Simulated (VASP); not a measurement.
RbBr, 2 atoms in the cell. The structure is cubic, space group Fm-3m (No. 225). Conventional cell: a = 6.922 Å, b = 6.922 Å, c = 6.922 Å, α = 90.00°, β = 90.00°, γ = 90.00°. Within 4.5 Å of Rb (site symmetry m-3m) lie 6 Br at 3.46 Å. Within 4.5 Å of Br (site symmetry m-3m) lie 6 Rb at 3.46 Å. 

| Item | Value |
| --- | --- |
| Program | VASP 6.6.1 |
| Task | single point |
| Functional | PBE |
| Potentials or basis | VASP PAW PBE potentials, release 64 (Rb_sv, Br) |
| Cutoff | 520 eV |
| k mesh | 6 × 6 × 6 |
| Occupations | fermi-dirac, width 0.02 eV |
| Spin | no spin polarisation |
| Dipole correction | no |
| Further INCAR settings | ALGO = Normal; EDIFF = 1e-06; NBANDS = 15 |

Potentials or basis: VASP PAW PBE potentials, release 64 (Rb_sv, Br).

Command:

```console
$ cat potpaw_PBE.64/Rb_sv/POTCAR potpaw_PBE.64/Br/POTCAR > POTCAR
$ mpirun -np 1 vasp_std > vasp.out
```

Hardware: 1 thread of Intel Xeon 8259CL, on a shared host.

**Question.** How long does it take, and how much memory?

**Answer.** It took 31 s on 1 thread of Intel Xeon 8259CL, on a shared host, peak memory 0.21 GiB. Counts: scf iterations 13, k points 16.
